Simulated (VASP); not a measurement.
# Sr (P2_1/m) in VASP: notebook

Sr is run at these levels: LDA; tasks: single point.

Program: VASP 6.6.1. These are calculated values, not measurements. Logs are shortened: lines on timing, memory, paths and dates and some standing lists are left out, and cuts for length are marked.

## Step 1: The cell of the first run

Symmetry: P2_1/m, No. 11, monoclinic system. Conventional cell: a = 4.151 Å, b = 6.715 Å, c = 4.151 Å, α = 90.00°, β = 117.71°, γ = 90.00°. Within 5.2 Å of Sr (site symmetry m) lie 12 Sr at 3.93 to 4.43 Å.

## Step 2: Single point, LDA (atoms displaced along a vibrational mode, the cell strained)

The input, INCAR:

```
PREC = Accurate
ENCUT = 520
EDIFF = 1E-7
ISMEAR = 0
SIGMA = 0.15
LREAL = F
LASPH = T
NELM = 80
ALGO = Fast
ISIF = 2
LWAVE = F
LCHARG = F
NBANDS = 17
```

The input, KPOINTS:

```
regular mesh
0
Gamma
  12 12 8
```

The input, POSCAR:

```
Sr
1.0
    4.2940391435      0.0000000000      0.0000000000
   -2.1470195718      3.5528298300      0.0000000000
    0.0000000000      0.0000000000      6.7154259278
Sr
2
Direct
    0.2764649393      0.6666666667      0.2500000000
    0.7235350607      0.3333333333      0.7500000000
```

Potentials or basis: VASP PAW LDA potentials, release 64 (Sr_sv).

Run with:

```console
cat potpaw_LDA.64/Sr_sv/POTCAR > POTCAR
mpirun -np 1 vasp_std > vasp.out
```

OUTCAR:

```text
PREC = Accurate
   ENCUT = 520
   EDIFF = 1E-7
   ISMEAR = 0
   LREAL = F
   LASPH = T
   NELM = 80
   ISIF = 2

 ion  position               nearest neighbor table
   1  0.276  0.667  0.250-   2 3.93   2 3.93   2 4.14   2 4.14   2 4.43   2 4.43
   2  0.724  0.333  0.750-   1 3.93   1 3.93   1 4.14   1 4.14   1 4.43   1 4.43

  Warning from LATTYP: Monoclinic adjustment (A1->A3, A2->A1, A3->A2)!
  LATTYP: Found a base centered orthorhombic cell.
 ALAT       =     4.2940391435
 B/A-ratio  =     1.6547729125
 C/A-ratio  =     1.5638949025

  Lattice vectors:

 A1 = (   2.1470195718,  -3.5528298300,   0.0000000000)
 A2 = (   2.1470195717,   3.5528298300,   0.0000000000)
 A3 = (   0.0000000000,   0.0000000000,   6.7154259278)

Analysis of symmetry for initial positions (statically):
=====================================================================
 Subroutine PRICEL returns:
 Original cell was already a primitive cell.

 Routine SETGRP: Setting up the symmetry group for a
 base centered orthorhombic supercell.

 Subroutine GETGRP returns: Found  4 space group operations
 (whereof  2 operations were pure point group operations)
 out of a pool of  8 trial point group operations.

The static configuration has the point symmetry S_2 .
 The point group associated with its full space group is C_2h.

Analysis of symmetry for dynamics (positions and initial velocities):
=====================================================================
 Subroutine PRICEL returns:
 Original cell was already a primitive cell.

 Routine SETGRP: Setting up the symmetry group for a
 base centered orthorhombic supercell.

 Subroutine GETGRP returns: Found  4 space group operations
 (whereof  2 operations were pure point group operations)
 out of a pool of  8 trial point group operations.

The dynamic configuration has the point symmetry S_2 .
 The point group associated with its full space group is C_2h.

 Subroutine INISYM returns: Found  4 space group operations
 (whereof  2 operations are pure point group operations),
 and found     1 'primitive' translations

----------------------------------------------------------------------------------------

                                     Primitive cell

  volume of cell :     102.4505

[... 79 lines left out ...]
   PREC   = accura    normal or accurate (medium, high low for compatibility)
   ISTART =      0    job   : 0-new  1-cont  2-samecut
   ICHARG =      2    charge: 1-file 2-atom 10-const
   ISPIN  =      1    spin polarized calculation?
   LNONCOLLINEAR =      F non collinear calculations
   LSORBIT =      F    spin-orbit coupling
   LASPH  =      T    aspherical Exc in radial PAW
   ENCUT  =  520.0 eV  38.22 Ry    6.18 a.u.   7.98  7.72 12.49*2*pi/ulx,y,z
   NELM   =     80;   NELMIN=  2; NELMDL= -5     # of ELM steps
   EDIFF  = 0.1E-06   stopping-criterion for ELM
   LREAL  =      F    real-space projection
   EDIFFG = 0.1E-05   stopping-criterion for IOM
   NSW    =      0    number of steps for IOM
   IBRION =     -1    ionic relax: 0-MD 1-quasi-New 2-CG
   NFREE  =      0    steps in history (QN), initial steepest desc. (CG)
   ISIF   =      2    stress and relaxation
   ISYM   =      2    0-nonsym 1-usesym 2-fastsym
   POTIM  = 0.5000    time-step for ionic-motion
   TEBEG  =    0.0;   TEEND  =   0.0 temperature during run
   PSTRESS=    0.0 pullay stress
   NELECT =      20.0000    total number of electrons
   NUPDOWN=      -1.0000    fix difference up-down
   EMIN   =  10.00;   EMAX   =-10.00  energy-range for DOS
   EFERMI =   0.00;   METHOD = LEGACY
   ISMEAR =     0;   SIGMA  =   0.15  broadening in eV -4-tet -1-fermi 0-gaus
   EFERMI_NEDOS =   21; number of points for ismear=-14 and -15
   IALGO  =     68    algorithm
   IMIX   =      4    mixing-type and parameters
     AMIX     =   0.40;   BMIX     =  1.00
     AMIX_MAG =   1.60;   BMIX_MAG =  1.00
  volume/ion in A,a.u.               =      51.23       345.68
  Fermi-wavevector in a.u.,A,eV,Ry     =   0.949686  1.794647 12.271150  0.901904
  Thomas-Fermi vector in A             =   2.077993
   LORBIT       =      0    0 simple, 1 ext, 2 COOP (PROOUT), +10 PAW based schemes
   GGA     = CA    functional components
   LHFCALC =     F    Hartree Fock is set to
   AEXX    =    0.0000 exact exchange contribution
   IVDW    =     0    specifies the selected vdW correction
   LEPSILON=     F    determine dielectric tensor
   LRPA    =     F    only Hartree local field effects (RPA)
 non-spin polarized calculation
 RMM-DIIS sequential band-by-band and
 Gauss-broadening in eV      SIGMA  =   0.15
  energy-cutoff  :      520.00
  volume of cell :      102.45
 maximum number of plane-waves:      2778
   NGX = 15   NGY = 15   NGZ = 25

 number of electron      20.0000000 magnetization

 Free energy of the ion-electron system (eV)
  ---------------------------------------------------
  ext. energy  EPLUGINS =         0.00000000
  ---------------------------------------------------
  free energy    TOTEN  =        -3.73860478 eV

  energy without entropy =       -3.71211244  energy(sigma->0) =       -3.72535861

 E-fermi :   1.6541     XC(G=0):  -7.7806

 val. band max:        1.6534674831   @ k =   0.5000   0.1667   0.0000
 cond. band min:       1.6597469350   @ k =   0.3333  -0.4167   0.0000
 fundamental gap:      0.0062794519
 Fermi energy:         1.6541267344

 k-point     1 :       0.0000    0.0000    0.0000
  band No.  band energies     occupation
      1     -34.6691      2.00000
      2     -34.6441      2.00000
      3     -16.9226      2.00000
      4     -16.6988      2.00000
      5     -16.6466      2.00000
      6     -16.6434      2.00000
[... 457 lines left out ...]
      4     -16.8463      2.00000
      5     -16.7946      2.00000
      6     -16.7445      2.00000
[... 9 lines left out ...]
     16       5.3996      0.00000
     17       6.6037      0.00000

 [... further k-points ...]
[... 5 lines left out ...]
  --------------------------------------------------------------------------------------
  -------------------------------------------------------------------------------------
  Total       -0.8589200     -0.2839531      0.0683873      0.4471327      0.0000000      0.0000000
  in kB      -13.4322680     -4.4406161      1.0694785      6.9925096      0.0000000      0.0000000
  external PRESSURE =      -5.6011352 kB  Pullay stress =       0.0000000 kB

 VOLUME and BASIS-vectors are now :
 -----------------------------------------------------------------------------
  energy-cutoff  :      520.00
  volume of cell :      102.45
      direct lattice vectors                 reciprocal lattice vectors
     4.294039144  0.000000000  0.000000000     0.232880970  0.140732887  0.000000000
    -2.147019572  3.552829830  0.000000000     0.000000000  0.281465775  0.000000000
     0.000000000  0.000000000  6.715425928     0.000000000  0.000000000  0.148910882

 POSITION                                       TOTAL-FORCE (eV/Angst)
 -----------------------------------------------------------------------------------
     -0.24420      2.36855      1.67886         0.155576      0.040132     -0.000000
      2.39121      1.18428      5.03657        -0.155576     -0.040132      0.000000
 -----------------------------------------------------------------------------------
    total drift:                                0.000000     -0.000000     -0.000000

  FREE ENERGIE OF THE ION-ELECTRON SYSTEM (eV)
  ---------------------------------------------------
  free  energy   TOTEN  =        -3.7386047772 eV

  energy  without entropy=       -3.7121124360  energy(sigma->0) =       -3.72535861
```

OSZICAR:

```text
N       E                     dE             d eps       ncg     rms          rms(c)
DAV:   1     0.105770134838E+03    0.10577E+03   -0.94425E+03 12580   0.100E+03
DAV:   2     0.443410603853E+01   -0.10134E+03   -0.99772E+02 15979   0.233E+02
DAV:   3    -0.356731434929E+01   -0.80014E+01   -0.79748E+01 23193   0.462E+01
DAV:   4    -0.374565278952E+01   -0.17834E+00   -0.17817E+00 16621   0.633E+00
DAV:   5    -0.374978145322E+01   -0.41287E-02   -0.41281E-02 20674   0.739E-01    0.166E+01
RMM:   6    -0.374275088776E+01    0.70306E-02   -0.10912E-02 13457   0.119E+00    0.939E+00
RMM:   7    -0.373791175461E+01    0.48391E-02   -0.21588E-02 14692   0.168E+00    0.401E-01
RMM:   8    -0.373837431766E+01   -0.46256E-03   -0.89942E-03 17355   0.502E-01    0.122E-01
RMM:   9    -0.373854524642E+01   -0.17093E-03   -0.15622E-03 20105   0.160E-01    0.109E-01
RMM:  10    -0.373859254766E+01   -0.47301E-04   -0.48800E-04 19796   0.815E-02    0.154E-01
RMM:  11    -0.373859968978E+01   -0.71421E-05   -0.71187E-05 18820   0.473E-02    0.284E-02
RMM:  12    -0.373860356659E+01   -0.38768E-05   -0.45435E-05 20244   0.234E-02    0.134E-02
RMM:  13    -0.373860419909E+01   -0.63249E-06   -0.77642E-06 21286   0.908E-03    0.678E-03
RMM:  14    -0.373860456229E+01   -0.36321E-06   -0.45346E-06 18897   0.506E-03    0.230E-03
RMM:  15    -0.373860469361E+01   -0.13132E-06   -0.12479E-06 16885   0.353E-03    0.210E-03
RMM:  16    -0.373860477721E+01   -0.83603E-07   -0.87300E-07 14922   0.231E-03
   1 F= -.37386048E+01 E0= -.37253586E+01  d E =-.264923E-01
```

It took 9.9 min on 1 thread of Intel Xeon Platinum 8175M at 2.50GHz (Skylake/Cascade Lake), shared host; peak memory 0.6 GiB.

What came out:

| Property | Result |
| --- | --- |
| Free energy | -3.7386 eV |
| Pressure | -0.6 GPa |
| Largest force | 0.161 eV/Å |
| Band gap on the k mesh | zero (bands 10 and 11 overlap by 0.40 eV) |

Forces in eV/Å, atoms in the order of the input:
```
Sr   0.156  0.040  0.000
Sr  -0.156 -0.040  0.000
```

Caveat: the cell differs from its parent crystal (atoms displaced along a vibrational mode, the cell strained).

## Step 3: Single point, LDA (atoms displaced along a vibrational mode, the cell strained)

The input, INCAR:

```
SYSTEM = Sr
ALGO = Fast
EDIFF = 1E-6
ENCUT = 520
GGA = CA
ISIF = 2
ISMEAR = 0
LASPH = .True.
LCHARG = .True.
LELF = .True.
LREAL = .False.
LVHAR = .True.
LWAVE = .False.
NBANDS = 17
NELM = 80
PREC = Accurate
SIGMA = 0.15
```

The input, KPOINTS:

```
k-points
0
Gamma
  12 12 8
  0 0 0
```

The input, POSCAR:

```
Sr
1.0
    4.3896263337      0.0000000000      0.0000000000
   -2.1948131669      3.5528298300      0.0000000000
    0.0000000000      0.0000000000      6.7154259278
Sr
2
Direct
    0.2764649393      0.6666666667      0.2500000000
    0.7235350607      0.3333333333      0.7500000000
```

Potentials or basis: VASP PAW LDA potentials, release 64 (Sr_sv).

Run with:

```console
cat potpaw_LDA.64/Sr_sv/POTCAR > POTCAR
mpirun -np 1 vasp_std > vasp.out
```

OUTCAR:

```text
SYSTEM = Sr
   EDIFF = 1E-6
   ENCUT = 520
   GGA = CA
   ISIF = 2
   ISMEAR = 0
   LASPH = .True.
   LREAL = .False.
   NELM = 80
   PREC = Accurate

 ion  position               nearest neighbor table
   1  0.276  0.667  0.250-   2 3.94   2 3.94   2 4.14   2 4.14   2 4.46   2 4.46
   2  0.724  0.333  0.750-   1 3.94   1 3.94   1 4.14   1 4.14   1 4.46   1 4.46

  Warning from LATTYP: Monoclinic adjustment (A1->A3, A2->A1, A3->A2)!
  LATTYP: Found a base centered orthorhombic cell.
 ALAT       =     4.3896263337
 B/A-ratio  =     1.6187390725
 C/A-ratio  =     1.5298399949

  Lattice vectors:

 A1 = (   2.1948131669,  -3.5528298300,   0.0000000000)
 A2 = (   2.1948131668,   3.5528298300,   0.0000000000)
 A3 = (   0.0000000000,   0.0000000000,   6.7154259278)

Analysis of symmetry for initial positions (statically):
=====================================================================
 Subroutine PRICEL returns:
 Original cell was already a primitive cell.

 Routine SETGRP: Setting up the symmetry group for a
 base centered orthorhombic supercell.

 Subroutine GETGRP returns: Found  4 space group operations
 (whereof  2 operations were pure point group operations)
 out of a pool of  8 trial point group operations.

The static configuration has the point symmetry S_2 .
 The point group associated with its full space group is C_2h.

Analysis of symmetry for dynamics (positions and initial velocities):
=====================================================================
 Subroutine PRICEL returns:
 Original cell was already a primitive cell.

 Routine SETGRP: Setting up the symmetry group for a
 base centered orthorhombic supercell.

 Subroutine GETGRP returns: Found  4 space group operations
 (whereof  2 operations were pure point group operations)
 out of a pool of  8 trial point group operations.

The dynamic configuration has the point symmetry S_2 .
 The point group associated with its full space group is C_2h.

 Subroutine INISYM returns: Found  4 space group operations
 (whereof  2 operations are pure point group operations),
[... 110 lines left out ...]
   EFERMI =   0.00;   METHOD = LEGACY
   ISMEAR =     0;   SIGMA  =   0.15  broadening in eV -4-tet -1-fermi 0-gaus
   EFERMI_NEDOS =   21; number of points for ismear=-14 and -15
   IALGO  =     68    algorithm
   IMIX   =      4    mixing-type and parameters
     AMIX     =   0.40;   BMIX     =  1.00
     AMIX_MAG =   1.60;   BMIX_MAG =  1.00
  volume/ion in A,a.u.               =      52.37       353.38
  Fermi-wavevector in a.u.,A,eV,Ry     =   0.942742  1.781525 12.092355  0.888763
  Thomas-Fermi vector in A             =   2.070382
   LORBIT       =      0    0 simple, 1 ext, 2 COOP (PROOUT), +10 PAW based schemes
   GGA     = CA    functional components
   LHFCALC =     F    Hartree Fock is set to
   AEXX    =    0.0000 exact exchange contribution
   IVDW    =     0    specifies the selected vdW correction
   LEPSILON=     F    determine dielectric tensor
   LRPA    =     F    only Hartree local field effects (RPA)
 non-spin polarized calculation
 RMM-DIIS sequential band-by-band and
 Gauss-broadening in eV      SIGMA  =   0.15
  energy-cutoff  :      520.00
  volume of cell :      104.73
 maximum number of plane-waves:      2842
 NGX is ok and might be reduce to    36
   NGX = 17   NGY = 15   NGZ = 25

 number of electron      20.0000000 magnetization

 Free energy of the ion-electron system (eV)
  ---------------------------------------------------
  ext. energy  EPLUGINS =         0.00000000
  ---------------------------------------------------
  free energy    TOTEN  =        -3.71662162 eV

  energy without entropy =       -3.68947546  energy(sigma->0) =       -3.70304854

 E-fermi :   1.5777     XC(G=0):  -7.7093

 val. band max:        1.5759033447   @ k =   0.4167   0.4167  -0.2500
 cond. band min:       1.5832045712   @ k =   0.2500   0.4167   0.0000
 fundamental gap:      0.0073012265
 Fermi energy:         1.5776974939

 k-point     1 :       0.0000    0.0000    0.0000
  band No.  band energies     occupation
      1     -34.7916      2.00000
      2     -34.7677      2.00000
      3     -17.0357      2.00000
      4     -16.8253      2.00000
      5     -16.7746      2.00000
      6     -16.7723      2.00000
[... 457 lines left out ...]
      4     -16.9550      2.00000
      5     -16.9081      2.00000
      6     -16.8612      2.00000
[... 9 lines left out ...]
     16       5.2657      0.00000
     17       6.3536      0.00000

 [... further k-points ...]
[... 5 lines left out ...]
  --------------------------------------------------------------------------------------
  -------------------------------------------------------------------------------------
  Total       -1.1472203     -0.3841166      0.0129358      0.4488715      0.0000000      0.0000000
  in kB      -17.5501922     -5.8762205      0.1978914      6.8668424      0.0000000      0.0000000
  external PRESSURE =      -7.7428404 kB  Pullay stress =       0.0000000 kB

 VOLUME and BASIS-vectors are now :
 -----------------------------------------------------------------------------
  energy-cutoff  :      520.00
  volume of cell :      104.73
      direct lattice vectors                 reciprocal lattice vectors
     4.389626334  0.000000000  0.000000000     0.227809823  0.140732887  0.000000000
    -2.194813167  3.552829830  0.000000000     0.000000000  0.281465775  0.000000000
     0.000000000  0.000000000  6.715425928     0.000000000  0.000000000  0.148910882

 POSITION                                       TOTAL-FORCE (eV/Angst)
 -----------------------------------------------------------------------------------
     -0.24963      2.36855      1.67886         0.162542      0.023482      0.000000
      2.44444      1.18428      5.03657        -0.162542     -0.023482      0.000000
 -----------------------------------------------------------------------------------
    total drift:                               -0.000000     -0.000000     -0.000000

  FREE ENERGIE OF THE ION-ELECTRON SYSTEM (eV)
  ---------------------------------------------------
  free  energy   TOTEN  =        -3.7166216207 eV

  energy  without entropy=       -3.6894754638  energy(sigma->0) =       -3.70304854
```

OSZICAR:

```text
N       E                     dE             d eps       ncg     rms          rms(c)
DAV:   1     0.106238123981E+03    0.10624E+03   -0.94058E+03 12588   0.996E+02
DAV:   2     0.440435962986E+01   -0.10183E+03   -0.10017E+03 16108   0.233E+02
DAV:   3    -0.354236581052E+01   -0.79467E+01   -0.79206E+01 23209   0.460E+01
DAV:   4    -0.372229639179E+01   -0.17993E+00   -0.17974E+00 16872   0.626E+00
DAV:   5    -0.372597527607E+01   -0.36789E-02   -0.36781E-02 20630   0.710E-01    0.164E+01
RMM:   6    -0.372009968720E+01    0.58756E-02   -0.11023E-02 13494   0.120E+00    0.925E+00
RMM:   7    -0.371598771211E+01    0.41120E-02   -0.21576E-02 14519   0.169E+00    0.413E-01
RMM:   8    -0.371639426330E+01   -0.40655E-03   -0.85951E-03 17285   0.508E-01    0.104E-01
RMM:   9    -0.371656296106E+01   -0.16870E-03   -0.15197E-03 20015   0.159E-01    0.105E-01
RMM:  10    -0.371660770451E+01   -0.44743E-04   -0.45292E-04 19697   0.833E-02    0.143E-01
RMM:  11    -0.371661769229E+01   -0.99878E-05   -0.80640E-05 20340   0.355E-02    0.237E-02
RMM:  12    -0.371662133595E+01   -0.36437E-05   -0.35417E-05 18620   0.173E-02    0.125E-02
RMM:  13    -0.371662162071E+01   -0.28475E-06   -0.68678E-06 15561   0.929E-03
   1 F= -.37166216E+01 E0= -.37030485E+01  d E =-.271462E-01
```

It took 4.5 min on 1 thread of Intel Xeon 6975P-C (Granite Rapids), shared host; peak memory 0.62 GiB.

Results:

- Free energy: -3.7166 eV
- Pressure: -0.8 GPa
- Largest force: 0.164 eV/Å
- Band gap on the k mesh: zero (bands 10 and 11 overlap by 0.38 eV)

Forces on the atoms (eV/Å):
```
Sr   0.163  0.023  0.000
Sr  -0.163 -0.023  0.000
```

Stress tensor (GPa, compression positive):
```
-1.76  0.69  0.00
 0.69 -0.59  0.00
 0.00  0.00  0.02
```

Levels at points of the mesh, in eV from the Fermi level:
```csv
k point,band 7,band 8,band 9,band 10,band 11,band 12,band 13,band 14
"(0.00, 0.00, 0.00)",-18.34,-18.33,-3.72,-1.10,0.34,1.92,1.93,2.61
"(0.50, 0.00, 0.00)",-18.40,-18.36,-1.04,-0.77,0.33,0.37,0.86,1.66
"(0.50, 0.50, 0.00)",-18.36,-18.34,-1.43,-0.42,-0.16,0.06,1.95,2.12
"(0.00, 0.50, 0.00)",-18.39,-18.39,-1.03,-0.39,0.08,0.30,1.50,1.92
"(0.00, 0.00, 0.50)",-18.35,-18.35,-2.69,-2.69,1.33,1.33,1.97,1.97
"(0.50, 0.00, 0.50)",-18.38,-18.38,-0.98,-0.98,0.46,0.46,1.05,1.05
"(0.50, 0.50, 0.50)",-18.39,-18.39,-0.81,-0.81,0.06,0.06,1.54,1.54
"(0.00, 0.50, 0.50)",-18.38,-18.38,-0.78,-0.78,0.44,0.44,1.23,1.23
```

Caveat: the cell differs from its parent crystal (atoms displaced along a vibrational mode, the cell strained).
